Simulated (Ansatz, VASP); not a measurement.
Ag3B in VASP and in Ansatz

Contents of INCAR:

```
PREC = Accurate
ENCUT = 600
EDIFF = 1E-6
ISMEAR = 0
SIGMA = 0.1
LREAL = F
LASPH = T
NELM = 100
ALGO = Normal
ISIF = 3
LWAVE = F
LCHARG = F
GGA = PE
IBRION = 2
NSW = 90
EDIFFG = -0.04
```

Contents of KPOINTS:

```
regular mesh
0
Gamma
  4 4 4
```

Contents of POSCAR:

```
Ag3B
1.0
    4.0780493800      0.0000000000      0.0000000000
    0.0000000000      4.0780493800      0.0000000000
    0.0000000000      0.0000000000      4.0780493800
Ag B
3 1
Direct
    0.5000000000      0.5000000000      0.0000000000
    0.5000000000      0.0000000000      0.5000000000
    0.0000000000      0.5000000000      0.5000000000
    0.0000000000      0.0000000000      0.0000000000
```

Input for Ansatz:

```yaml
crystal:
  lattice:
    - [4.07804938, 0.0, 0.0]
    - [0.0, 4.07804938, 0.0]
    - [0.0, 0.0, 4.07804938]
  atoms:
    - { symbol: Ag, position: [0.5, 0.5, 0.0] }
    - { symbol: Ag, position: [0.5, 0.0, 0.5] }
    - { symbol: Ag, position: [0.0, 0.5, 0.5] }
    - { symbol: B, position: [0.0, 0.0, 0.0] }
basis:
  ecutwfc: 420
kpoints:
  mp_grid: { grid: [4, 4, 4] }
hamiltonian:
  xc: pbe
scf:
  occupations: { method: gaussian, width: 0.1 }
  lower_state_search: "off"
output:
  forces: true
  stress: true
  eigenvalues: true
relax:
  adjacent_minimum: "off"
  f_tol: 0.04
  max_steps: 70
  cell: { stress_tol: 0.4 }
```

Change from the starting cell: species swapped into the VIr3 type (Pm-3m, No. 221).

Alike in both runs: task relaxation of cell and atoms; functional PBE; k mesh 4 × 4 × 4; occupations gaussian, width 0.1 eV; no spin polarisation.

|  | VASP | Ansatz |
| --- | --- | --- |
| version | VASP 6.6.1 | Ansatz 0.2.0 |
| potentials or method | VASP PAW PBE potentials, release 64 (Ag, B), cutoff 600 eV | scalar-relativistic, plane waves, PAW |
| valence electrons in the cell | 36 | 60 |

```csv
,VASP,Ansatz,Ansatz less VASP
"gap on the k mesh at the Fermi level, each at its own relaxed structure (eV)",none,none,-
relaxed volume (Å³/atom),15.41,15.44,+0.032
relaxed cell length with the largest relative difference (Å),3.950,3.953,+0.0027
```

A gap of «none» marks a metal or a gap that the smearing closes. VASP's potentials hold 36 valence electrons a cell and Ansatz's 60, so a difference there can come from the potentials and not from the codes.

The k mesh is coarse, so the values compare programs but aren't converged.
